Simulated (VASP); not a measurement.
# Ge (Imma) in VASP: further runs

Runs on Ge. Level: PBE. Tasks: single point.

All numbers are computed with VASP 6.6.1; they aren't measurements. Logs are shortened: lines on timing, memory, paths and dates and some standing lists are left out, and cuts for length are marked.

**1. The cell of the first run**

The structure is orthorhombic, space group Imma (No. 74). The conventional cell has a = 3.911 Å, b = 4.237 Å, c = 5.992 Å, α = 90.00°, β = 90.00°, γ = 90.00°. Ge (site symmetry mm2) has 4 Ge at 2.46 to 2.59 Å within 3.3 Å.

**2. Single point, PBE (engineering shear strain xy -0.0800, normal strain along z +0.0400)**

INCAR

```
SYSTEM = Ge
  ALGO = Normal
  EDIFF = 1E-7
  ENCUT = 520
  GGA = PE
  ISIF = 2
  ISMEAR = 0
  LASPH = .True.
  LCHARG = .True.
  LELF = .True.
  LREAL = .False.
  LVHAR = .True.
  LWAVE = .False.
  NBANDS = 21
  NELM = 100
  PREC = Accurate
  SIGMA = 0.15
```

KPOINTS

```
k-points
0
Gamma
  14 14 14
  0 0 0
```

POSCAR

```
Ge
1.0
   -0.1152213909      2.8805347716      2.9957561625
    2.8805347716     -0.1152213909      2.9957561625
    2.7653133807      2.7653133807      0.0000000000
Ge
2
Direct
    0.5000000000      0.5000000000      0.5000000000
    0.7500000000      0.7500000000      0.7500000000
```

Potentials or basis: VASP PAW PBE potentials, release 64 (Ge_d).

The run is started by

```bash
cat potpaw_PBE.64/Ge_d/POTCAR > POTCAR
mpirun -np 1 vasp_std > vasp.out
```

OUTCAR:

```text
SYSTEM = Ge
   EDIFF = 1E-7
   ENCUT = 520
   GGA = PE
   ISIF = 2
   ISMEAR = 0
   LASPH = .True.
   LREAL = .False.
   NELM = 100
   PREC = Accurate

 ion  position               nearest neighbor table
   1  0.500  0.500  0.500-   2 2.46   2 2.46   2 2.59   2 2.59
   2  0.750  0.750  0.750-   1 2.46   1 2.46   1 2.59   1 2.59

  LATTYP: Found a body centered orthorhombic cell.
 ALAT       =     3.9107436872
 B/A-ratio  =     1.0833333334
 C/A-ratio  =     1.5320646926

  Lattice vectors:

 A1 = (   0.1152213909,  -2.8805347716,  -2.9957561625)
 A2 = (  -0.1152213909,   2.8805347716,  -2.9957561625)
 A3 = (   2.8805347716,  -0.1152213909,   2.9957561625)

Analysis of symmetry for initial positions (statically):
=====================================================================
 Subroutine PRICEL returns:
 Original cell was already a primitive cell.

 Routine SETGRP: Setting up the symmetry group for a
 body centered orthorhombic supercell.

 Subroutine GETGRP returns: Found  8 space group operations
 (whereof  4 operations were pure point group operations)
 out of a pool of  8 trial point group operations.

The static configuration has the point symmetry C_2v.
 The point group associated with its full space group is D_2h.

Analysis of symmetry for dynamics (positions and initial velocities):
=====================================================================
 Subroutine PRICEL returns:
 Original cell was already a primitive cell.

 Routine SETGRP: Setting up the symmetry group for a
 body centered orthorhombic supercell.

 Subroutine GETGRP returns: Found  8 space group operations
 (whereof  4 operations were pure point group operations)
 out of a pool of  8 trial point group operations.

The dynamic configuration has the point symmetry C_2v.
 The point group associated with its full space group is D_2h.

 Subroutine INISYM returns: Found  8 space group operations
 (whereof  4 operations are pure point group operations),
 and found     1 'primitive' translations

----------------------------------------------------------------------------------------

                                     Primitive cell

  volume of cell :      49.6349

  direct lattice vectors                    reciprocal lattice vectors
    -0.115221391  2.880534772  2.995756163    -0.166902769  0.166902769  0.166902769
     2.880534772 -0.115221391  2.995756163     0.166902769 -0.166902769  0.166902769
     2.765313381  2.765313381  0.000000000     0.180811334  0.180811334 -0.166902769

  length of vectors
     4.157560766  4.157560766  3.910743687     0.289084077  0.289084077  0.305355549

  position of ions in fractional coordinates (direct lattice)
     0.500000000  0.500000000  0.500000000
     0.750000000  0.750000000  0.750000000

  ion indices of the primitive-cell ions
   primitive index   ion index
                 1           1
                 2           2

----------------------------------------------------------------------------------------

 KPOINTS: k-points

Automatic generation of k-mesh.
 Grid dimensions read from file:
 generate k-points for:   14   14   14

 Generating k-lattice:

  Cartesian coordinates                     Fractional coordinates (reciprocal lattice)
    -0.011921626  0.011921626  0.011921626     0.071428571  0.000000000  0.000000000
     0.011921626 -0.011921626  0.011921626     0.000000000  0.071428571  0.000000000
     0.012915095  0.012915095 -0.011921626     0.000000000  0.000000000  0.071428571

  Length of vectors
     0.020648863  0.020648863  0.021811111

  Shift w.r.t. Gamma in fractional coordinates (k-lattice)
     0.000000000  0.000000000  0.000000000

 Subroutine IBZKPT returns following result:
 ===========================================

 Found    428 irreducible k-points:

 Following reciprocal coordinates:
            Coordinates               Weight
  0.000000  0.000000  0.000000      1.000000
  0.071429  0.000000  0.000000      4.000000
  0.142857  0.000000  0.000000      4.000000
  0.214286  0.000000  0.000000      4.000000
  0.285714  0.000000  0.000000      4.000000
  0.357143  0.000000  0.000000      4.000000
[... 16 lines left out ...]
  0.214286  0.142857  0.000000      4.000000
  0.285714  0.142857  0.000000      4.000000
 [... further k-points ...]
   k-points           NKPTS =    428   k-points in BZ     NKDIM =    428   number of bands    NBANDS=     21
   number of dos      NEDOS =    301   number of ions     NIONS =      2
   total plane-waves  NPLWV =  30720
   dimension x,y,z NGX =    32 NGY =   32 NGZ =   30
   dimension x,y,z NGXF=    64 NGYF=   64 NGZF=   60
   ions per type =               2
   NGX,Y,Z   is equivalent  to a cutoff of  12.80, 12.80, 12.75 a.u.
   NGXF,Y,Z  is equivalent  to a cutoff of  25.59, 25.59, 25.51 a.u.
 SYSTEM =  Ge
   PREC   = accura    normal or accurate (medium, high low for compatibility)
   ISTART =      0    job   : 0-new  1-cont  2-samecut
[... 79 lines left out ...]
      4     -20.5430      2.00000
      5     -20.5420      2.00000
      6     -20.4084      2.00000
[... 13 lines left out ...]
     20      12.6222      0.00000
     21      13.5010      0.00000

 k-point     3 :       0.1429    0.0000    0.0000
  band No.  band energies     occupation
      1     -20.6133      2.00000
      2     -20.5789      2.00000
      3     -20.5464      2.00000
      4     -20.5380      2.00000
      5     -20.5371      2.00000
      6     -20.4078      2.00000
[... 13 lines left out ...]
     20      12.1956      0.00000
     21      13.0678      0.00000

 k-point     4 :       0.2143    0.0000    0.0000
  band No.  band energies     occupation
      1     -20.6165      2.00000
      2     -20.5824      2.00000
      3     -20.5465      2.00000
      4     -20.5327      2.00000
      5     -20.5307      2.00000
      6     -20.4075      2.00000
[... 13 lines left out ...]
     20      12.0845      0.00000
     21      12.8802      0.00000

 k-point     5 :       0.2857    0.0000    0.0000
  band No.  band energies     occupation
      1     -20.6194      2.00000
      2     -20.5848      2.00000
      3     -20.5470      2.00000
      4     -20.5284      2.00000
      5     -20.5244      2.00000
      6     -20.4088      2.00000
[... 13 lines left out ...]
     20      12.2520      0.00000
     21      13.0583      0.00000

 k-point     6 :       0.3571    0.0000    0.0000
  band No.  band energies     occupation
      1     -20.6215      2.00000
      2     -20.5860      2.00000
      3     -20.5479      2.00000
      4     -20.5257      2.00000
      5     -20.5192      2.00000
      6     -20.4108      2.00000
[... 13 lines left out ...]
     20      12.9084      0.00000
     21      13.6200      0.00000

 k-point     7 :       0.4286    0.0000    0.0000
  band No.  band energies     occupation
      1     -20.6227      2.00000
      2     -20.5863      2.00000
      3     -20.5487      2.00000
      4     -20.5243      2.00000
      5     -20.5159      2.00000
      6     -20.4123      2.00000
[... 13 lines left out ...]
     20      13.8189      0.00000
     21      14.4745      0.00000
[... 291 lines left out ...]
      1     -20.6157      2.00000
      2     -20.5805      2.00000
      3     -20.5438      2.00000
      4     -20.5375      2.00000
      5     -20.5327      2.00000
      6     -20.4135      2.00000
[... 13 lines left out ...]
     20      12.5210      0.00000
     21      12.6434      0.00000

 k-point    21 :      -0.0714    0.0714    0.0000
  band No.  band energies     occupation
      1     -20.6126      2.00000
      2     -20.5764      2.00000
      3     -20.5470      2.00000
      4     -20.5403      2.00000
      5     -20.5386      2.00000
      6     -20.4112      2.00000
[... 13 lines left out ...]
     20      12.8086      0.00000
     21      12.9262      0.00000

 k-point    22 :       0.1429    0.1429    0.0000
  band No.  band energies     occupation
      1     -20.6139      2.00000
      2     -20.5819      2.00000
      3     -20.5550      2.00000
      4     -20.5355      2.00000
      5     -20.5241      2.00000
      6     -20.4133      2.00000
[... 13 lines left out ...]
     20      11.8754      0.00000
     21      14.1336      0.00000

 k-point    23 :       0.2143    0.1429    0.0000
  band No.  band energies     occupation
      1     -20.6163      2.00000
      2     -20.5834      2.00000
      3     -20.5586      2.00000
      4     -20.5304      2.00000
      5     -20.5160      2.00000
      6     -20.4220      2.00000
[... 13 lines left out ...]
     20      12.4597      0.00000
     21      14.1161      0.00000

 k-point    24 :       0.2857    0.1429    0.0000
  band No.  band energies     occupation
      1     -20.6191      2.00000
      2     -20.5854      2.00000
      3     -20.5596      2.00000
      4     -20.5240      2.00000
      5     -20.5103      2.00000
      6     -20.4280      2.00000
[... 13 lines left out ...]
     20      12.9818      0.00000
     21      14.1559      0.00000

 [... further k-points ...]

------------------------ aborting loop because EDIFF is reached ----------------------------------------

  FORCE on cell =-STRESS in cart. coord.  units (eV):
  Direction    XX          YY          ZZ          XY          YZ          ZX
  --------------------------------------------------------------------------------------
  -------------------------------------------------------------------------------------
  Total       -0.1923925     -0.1923925     -1.0616268      1.6079046      0.0000000      0.0000000
  in kB       -6.2102834     -6.2102834    -34.2685063     51.9019409      0.0000000      0.0000000
  external PRESSURE =     -15.5630244 kB  Pullay stress =       0.0000000 kB

 VOLUME and BASIS-vectors are now :
 -----------------------------------------------------------------------------
  energy-cutoff  :      520.00
  volume of cell :       49.63
      direct lattice vectors                 reciprocal lattice vectors
    -0.115221391  2.880534772  2.995756163    -0.166902769  0.166902769  0.166902769
     2.880534772 -0.115221391  2.995756163     0.166902769 -0.166902769  0.166902769
     2.765313381  2.765313381  0.000000000     0.180811334  0.180811334 -0.166902769

 POSITION                                       TOTAL-FORCE (eV/Angst)
 -----------------------------------------------------------------------------------
      2.76531      2.76531      2.99576         0.000000      0.000000     -0.496831
      4.14797      4.14797      4.49363        -0.000000     -0.000000      0.496831
 -----------------------------------------------------------------------------------
    total drift:                               -0.000000     -0.000000      0.000000

  FREE ENERGIE OF THE ION-ELECTRON SYSTEM (eV)
  ---------------------------------------------------
  free  energy   TOTEN  =        -8.9504507199 eV

  energy  without entropy=       -8.9494861299  energy(sigma->0) =       -8.94996842
```

Run time: 10 min. Hardware: 1 thread of Intel Xeon 8259CL, shared host; peak memory 0.45 GiB.

What came out:

- Free energy: -8.9505 eV
- Pressure: -1.6 GPa
- Largest force: 0.497 eV/Å
- Band gap on the k mesh: zero (band 14 reaches 4.24 eV, above the bottom of band 15 at 3.79 eV)

Forces on the atoms (eV/Å):
```
Ge   0.000  0.000 -0.497
Ge   0.000  0.000  0.497
```

Levels at points of the mesh, in eV from the Fermi level:
| k point | band 10 | band 11 | band 12 | band 13 | band 14 | band 15 | band 16 | band 17 | band 18 | band 19 |
| --- | --- | --- | --- | --- | --- | --- | --- | --- | --- | --- |
| (0.00, 0.00, 0.00) | -24.46 | -12.11 | -0.90 | -0.23 | 0.06 | 0.21 | 1.92 | 2.82 | 3.06 | 6.29 |
| (0.50, 0.00, 0.00) | -24.44 | -10.48 | -7.07 | -1.25 | -0.90 | 0.12 | 3.56 | 4.26 | 7.32 | 9.58 |
| (0.50, 0.50, 0.00) | -24.43 | -9.05 | -8.30 | -2.93 | -2.19 | 0.66 | 1.54 | 8.70 | 8.83 | 10.25 |
| (0.00, 0.00, 0.50) | -24.46 | -9.97 | -7.34 | -1.61 | -1.21 | -0.33 | 3.41 | 3.76 | 6.91 | 9.51 |
| (0.50, 0.00, 0.50) | -24.46 | -8.49 | -8.49 | -2.82 | -2.82 | 0.78 | 0.78 | 8.48 | 8.48 | 10.76 |

Caveat: the cell differs from its parent crystal (engineering shear strain xy -0.0800, normal strain along z +0.0400).

**3. Single point, PBE (engineering shear strain xy -0.0400, normal strain along z +0.0400)**

INCAR

```
SYSTEM = Ge
PREC = Accurate ; ENCUT = 520
EDIFF = 1E-6 ; ISMEAR = 0
SIGMA = 0.15 ; LREAL = .FALSE.
LASPH = .TRUE. ; NELM = 80
ALGO = Normal ; ISIF = 2
LWAVE = .FALSE. ; LCHARG = .FALSE.
GGA = PE ; NBANDS = 21
```

KPOINTS

```
regular mesh
0
G
  14 14 14
  0 0 0
```

POSCAR

```
Ge
1.0
   -0.0576106954      2.8805347716      2.9957561625
    2.8805347716     -0.0576106954      2.9957561625
    2.8229240762      2.8229240762      0.0000000000
Ge
2
Direct
    0.5000000000      0.5000000000      0.5000000000
    0.7500000000      0.7500000000      0.7500000000
```

Potentials or basis: VASP PAW PBE potentials, release 64 (Ge_d).

The run is started by

```bash
cat potpaw_PBE.64/Ge_d/POTCAR > POTCAR
mpirun -np 1 vasp_std > vasp.out
```

It took 6.6 min on 1 thread of Intel Xeon 8259CL, shared host; peak memory 0.45 GiB.

It converged, with:

```
Free energy            : -8.9983 eV
Pressure               : -1.9 GPa
Largest force          : 0.246 eV/Å
Band gap on the k mesh : zero (band 14 reaches 4.20 eV, above the bottom of band 15 at 3.90 eV)
```

Forces on the atoms (eV/Å):
```
Ge   0.000  0.000 -0.246
Ge   0.000  0.000  0.246
```

Stress tensor (GPa, compression positive):
```
-1.04  2.57  0.00
 2.57 -1.04  0.00
 0.00  0.00 -3.71
```

Levels at points of the mesh, in eV from the Fermi level:
```
           k point  band 12  band 13  band 14  band 15  band 16  band 17
(0.00, 0.00, 0.00)    -0.81    -0.19     0.09     0.16     2.20     2.71
(0.50, 0.00, 0.00)    -7.12    -1.32    -0.99     0.03     3.59     4.03
(0.50, 0.50, 0.00)    -8.46    -2.74    -2.38     0.87     1.30     8.71
(0.00, 0.00, 0.50)    -7.25    -1.50    -1.15    -0.20     3.61     3.70
(0.50, 0.00, 0.50)    -8.48    -2.82    -2.82     0.79     0.79     8.66
```

Caveat: the cell differs from its parent crystal (engineering shear strain xy -0.0400, normal strain along z +0.0400).

**4. Single point, PBE (engineering shear strain xy -0.0800, normal strain along z -0.0400)**

INCAR

```
PREC = Accurate
ENCUT = 520
EDIFF = 1E-6
ISMEAR = 0
SIGMA = 0.15
LREAL = False
LASPH = True
NELM = 100
ALGO = Normal
ISIF = 2
LWAVE = False
LCHARG = True
GGA = PE
LELF = True
LVHAR = True
NBANDS = 21
```

KPOINTS

```
regular mesh
0
Gamma
  14 14 14
```

POSCAR

```
Ge
1.0
   -0.1152213909      2.8805347716      2.7653133807
    2.8805347716     -0.1152213909      2.7653133807
    2.7653133807      2.7653133807      0.0000000000
Ge
2
Direct
    0.5000000000      0.5000000000      0.5000000000
    0.7500000000      0.7500000000      0.7500000000
```

The run is started by

```bash
cat potpaw_PBE.64/Ge_d/POTCAR > POTCAR
mpirun -np 1 vasp_std > vasp.out
```

Run time: 5.5 min. Hardware: 1 thread of AMD EPYC 7R13 (Zen 3), shared host; peak memory 0.39 GiB.

The run converged. Its results:

```
Free energy            : -8.9363 eV
Pressure               : 3.3 GPa
Largest force          : 0.723 eV/Å
Band gap on the k mesh : zero (band 14 reaches 4.84 eV, above the bottom of band 15 at 4.64 eV)
```

Forces on the atoms (eV/Å):
```
Ge   0.000  0.000 -0.723
Ge   0.000  0.000  0.723
```

Stress tensor (GPa, compression positive):
```
2.53 6.50 0.00
6.50 2.53 0.00
0.00 0.00 4.84
```

Levels at points of the mesh, in eV from the Fermi level:
| k point | band 12 | band 13 | band 14 | band 15 | band 16 | band 17 |
| --- | --- | --- | --- | --- | --- | --- |
| (0.00, 0.00, 0.00) | -0.23 | -0.06 | -0.03 | 0.18 | 2.09 | 2.67 |
| (0.50, 0.00, 0.00) | -7.37 | -1.35 | -0.94 | 0.51 | 3.65 | 4.13 |
| (0.50, 0.50, 0.00) | -8.27 | -3.52 | -2.79 | 0.21 | 1.06 | 9.37 |
| (0.00, 0.00, 0.50) | -7.66 | -1.63 | -1.43 | -0.20 | 3.24 | 4.22 |
| (0.50, 0.00, 0.50) | -8.87 | -2.89 | -2.89 | 0.91 | 0.91 | 8.93 |

Caveat: the cell differs from its parent crystal (engineering shear strain xy -0.0800, normal strain along z -0.0400).

**5. Single point, PBE (engineering shear strain xy -0.0400, normal strain along z -0.0400)**

INCAR

```
SYSTEM = Ge
PREC     = Accurate       ! precision mode
ENCUT    = 520            ! plane-wave cutoff, eV
EDIFF    = 1E-6           ! SCF threshold, eV
ISMEAR   = 0              ! smearing method
SIGMA    = 0.15           ! smearing width, eV
LREAL    = .False.        ! projectors in reciprocal space
LASPH    = .True.         ! aspherical terms in the spheres
NELM     = 80             ! most SCF steps
ALGO     = Normal         ! electronic algorithm
ISIF     = 2              ! what is computed and relaxed
LWAVE    = .False.        ! write WAVECAR
LCHARG   = .False.        ! write CHGCAR
GGA      = PE             ! functional
NBANDS   = 21             ! bands
```

KPOINTS

```
Automatic mesh
0
Gamma
  14 14 14
  0 0 0
```

POSCAR

```
Ge
1.0
   -0.0576106954      2.8805347716      2.7653133807
    2.8805347716     -0.0576106954      2.7653133807
    2.8229240762      2.8229240762      0.0000000000
Ge
2
Direct
    0.5000000000      0.5000000000      0.5000000000
    0.7500000000      0.7500000000      0.7500000000
```

The run is started by

```bash
cat potpaw_PBE.64/Ge_d/POTCAR > POTCAR
mpirun -np 1 vasp_std > vasp.out
```

It took 5.4 min on 1 thread of AMD EPYC 7R13 (Zen 3), shared host; peak memory 0.39 GiB.

It converged, with:

* Free energy: -8.9927 eV
* Pressure: 2.8 GPa
* Largest force: 0.359 eV/Å
* Band gap on the k mesh: zero (band 14 reaches 4.85 eV, above the bottom of band 15 at 4.80 eV)

Forces in eV/Å, atoms in the order of the input:
```
Ge   0.000  0.000 -0.359
Ge   0.000  0.000  0.359
```

Stress tensor (GPa, compression positive):
```
1.97 3.22 0.00
3.22 1.97 0.00
0.00 0.00 4.50
```

Levels at points of the mesh, in eV from the Fermi level:
| k point | band 11 | band 12 | band 13 | band 14 | band 15 | band 16 | band 17 | band 18 |
| --- | --- | --- | --- | --- | --- | --- | --- | --- |
| (0.00, 0.00, 0.00) | -12.70 | -0.17 | -0.12 | -0.11 | 0.16 | 2.32 | 2.46 | 2.90 |
| (0.50, 0.00, 0.00) | -10.76 | -7.48 | -1.50 | -1.11 | 0.28 | 3.73 | 3.83 | 7.21 |
| (0.50, 0.50, 0.00) | -8.95 | -8.52 | -3.41 | -3.04 | 0.34 | 0.76 | 9.35 | 9.48 |
| (0.00, 0.00, 0.50) | -10.51 | -7.63 | -1.64 | -1.36 | -0.08 | 3.39 | 4.03 | 7.05 |
| (0.50, 0.00, 0.50) | -8.92 | -8.92 | -2.95 | -2.95 | 0.86 | 0.86 | 9.16 | 9.16 |

Caveat: the cell differs from its parent crystal (engineering shear strain xy -0.0400, normal strain along z -0.0400).

**6. Summary**

```csv
cell,gap on the mesh (eV),pressure (GPa),largest force (eV/Å)
"a = 4.158, b = 4.158, c = 3.911 Å, angles 61.9, 61.9, 61.3°, 2 atoms",none,-1.6,0.50
"a = 4.156, b = 4.156, c = 3.992 Å, angles 61.3, 61.3, 60.0°, 2 atoms",none,-1.9,0.25
"a = 3.995, b = 3.995, c = 3.911 Å, angles 60.7, 60.7, 64.0°, 2 atoms",none,3.3,0.72
"a = 3.993, b = 3.993, c = 3.992 Å, angles 60.0, 60.0, 62.7°, 2 atoms",none,2.8,0.36
```

Alike in all rows: task single point; level PBE; potentials or basis VASP PAW PBE potentials, release 64 (Ge_d); no spin polarisation; k mesh 14 × 14 × 14; cutoff (eV) 520; smearing gaussian 0.15 eV.

Absolute energies hang on the potentials; compare differences alone.
